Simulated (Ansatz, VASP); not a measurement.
# AlP: VASP beside Ansatz

```xyz
2
Lattice="0.0000 2.7936 2.7936 2.7936 0.0000 2.7936 2.7936 2.7936 0.0000" Properties=species:S:1:pos:R:3 pbc="T T T"
Al    0.0000    0.0000    0.0000
P     4.1905    4.1905    4.1905
```

Change from the starting cell: strain +0.025 along x and y, +0.025 along z, atoms carried along.

Alike in both runs: task single point; functional PBE; k mesh 8 × 8 × 8; occupations gaussian, width 0.05 eV; no spin polarisation.

|  | VASP | Ansatz |
| --- | --- | --- |
| version | VASP 6.6.1 | Ansatz 0.2.0 |
| potentials or method | VASP PAW PBE potentials, release 64 (Al, P), cutoff 500 eV | scalar-relativistic, plane waves, PAW |
| valence electrons in the cell | 8 | 8 |

|  | VASP | Ansatz | Ansatz less VASP |
| --- | --- | --- | --- |
| gap on the k mesh at the Fermi level (eV) | 1.71 | 1.71 | +0.002 |
| least direct gap on the mesh (eV) | 2.72 | 2.73 | +0.003 |
| pressure (GPa) | -3.3 | -3.2 | +0.08 |
